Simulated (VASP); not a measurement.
Runs of VASP 6.6.1 on TaN. The structure is that of space group Cmc2_1 (No. 36), or close to it. The cells are those of the table. 

```tsv
cell	gap on the mesh (eV)	pressure (GPa)	largest force (eV/Å)
a = 2.537, b = 3.264, c = 6.506 Å, angles 90.0, 90.0, 112.9°, 4 atoms	none	18.2	2.87
a = 3.824, b = 3.148, c = 5.144 Å, angles 90.0, 90.0, 127.4°, 4 atoms	none	56.9	11.09
a = 2.888, b = 3.613, c = 5.144 Å, angles 90.0, 90.0, 113.6°, 4 atoms	none	(a)	10.76
a = 3.473, b = 2.800, c = 6.506 Å, angles 90.0, 90.0, 128.3°, 4 atoms	none	16.5	4.42
```

Alike in all rows: task single point; level PBEsol; potentials or basis VASP PAW PBE potentials, release 64 (Ta_pv, N); no spin polarisation; k mesh 15 × 15 × 8; cutoff (eV) 520; smearing gaussian 0.15 eV.

Question: Fill in the values left out.

Answer: (a) 54.8.

Caveats: the PAW data sets were made with another functional, which shifts forces and pressure a little; spin-orbit coupling is left out, which moves the levels of the heavy elements; the stress differs along the axes, from -21 to 88 GPa (at least some runs); the stress differs along the axes, from -20 to 146 GPa (at least some runs); the stress differs along the axes, from -8 to 138 GPa (at least some runs); the stress differs along the axes, from -15 to 69 GPa (at least some runs).

A k mesh can miss the band edges, and the runs leave out spin-orbit coupling on Ta.

A gap of «none» marks levels without a gap at the run's occupations.
